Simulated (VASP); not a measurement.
A run of VASP 6.6.1 is set up as follows.

POSCAR

```
C
1.0
    2.1414089317     -1.2364169979      0.0000000000
    2.1414089317      1.2364169979      0.0000000000
   -1.3882028085      0.0000000000      3.5260283048
C
2
Direct
    0.1666444700      0.1666444700      0.9999069600
    0.8333555300      0.8333555300      0.0000930400
```

File INCAR.step1:

```
SYSTEM = C
  PREC = Accurate
  ENCUT = 520
  EDIFF = 1E-5
  ISMEAR = -1
  SIGMA = 0.05
  LREAL = .FALSE.
  LASPH = .TRUE.
  NELM = 80
  ALGO = Normal
  ISIF = 2
  LWAVE = .TRUE.
  LCHARG = .FALSE.
  NBANDS = 11
  GGA = PE
```

File INCAR.step2:

```
SYSTEM = C
  PREC = Accurate
  ENCUT = 520
  EDIFF = 1E-6
  ISMEAR = -1
  SIGMA = 0.05
  LREAL = .FALSE.
  LASPH = .TRUE.
  NELM = 80
  ALGO = Normal
  ISIF = 2
  LWAVE = .FALSE.
  LCHARG = .FALSE.
  GGA = PE
  LHFCALC = .TRUE.
  AEXX = 0.25
  PRECFOCK = Normal
  NBANDS = 11
  ISTART = 1
```

Contents of KPOINTS:

```
regular mesh
0
G
  8 8 4
  0 0 0
```

Potentials or basis: VASP PAW PBE potentials, release 64 (C).

Launch:

```console
$ cat potpaw_PBE.64/C/POTCAR > POTCAR
$ cp INCAR.step1 INCAR
$ mpirun -np 1 vasp_std > vasp.out
$ cp INCAR.step2 INCAR
$ mpirun -np 1 vasp_std > vasp.out
```

Question: What does it give for the largest force?

Answer: 0.009 eV/Å.

Question: Estimate the pressure.

Answer: -6.8 GPa.

Question: Predict the band gap on the k mesh.

Answer: 2.67 eV, direct.

Forces in eV/Å, atoms in the order of the input:
```
C   -0.004  0.000  0.007
C    0.004  0.000 -0.007
```

Caveat: the k points lie up to 0.45 Å⁻¹ apart; the PAW data sets were made with another functional, which shifts forces and pressure a little; this functional lacks dispersion, which binds the layers, so the pressure and a relaxed spacing across them are unreliable. A k mesh can miss the band edges.
